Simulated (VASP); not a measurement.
Input of a VASP 6.6.1 run:

INCAR

```
  PREC = Accurate
  ENCUT = 520
  EDIFF = 1E-6
  ISMEAR = 0
  SIGMA = 0.1
  LREAL = F
  LASPH = T
  NELM = 100
  ALGO = Normal
  ISIF = 2
  LWAVE = F
  LCHARG = F
  GGA = PS
  NBANDS = 22
```

KPOINTS

```
regular mesh
0
Gamma
  6 6 4
```

File POSCAR:

```
Br
1.0
    4.1195463932      0.0000000000      0.0000000000
   -2.0597731966      3.5676318285      0.0000000000
    0.0000000000      0.0000000000      9.3877468107
Br
4
Direct
    0.3333333333      0.6666666667      0.3741240624
    0.6666666667      0.3333333333      0.8741240624
    0.6666666667      0.3333333333      0.6258759376
    0.3333333333      0.6666666667      0.1258759376
```

Potentials or basis: VASP PAW PBE potentials, release 64 (Br).

Command:

```bash
$ cat potpaw_PBE.64/Br/POTCAR > POTCAR
$ mpirun -np 1 vasp_std > vasp.out
```

Q: Estimate the pressure.

A: 0.0 GPa.

Q: What does it give for the largest force?

A: 0.023 eV/Å.

Forces in eV/Å, atoms in the order of the input:
```
Br   0.000  0.000  0.023
Br   0.000  0.000  0.023
Br   0.000  0.000 -0.023
Br   0.000  0.000 -0.023
```

Caveat: the PAW data sets were made with another functional, which shifts forces and pressure a little.
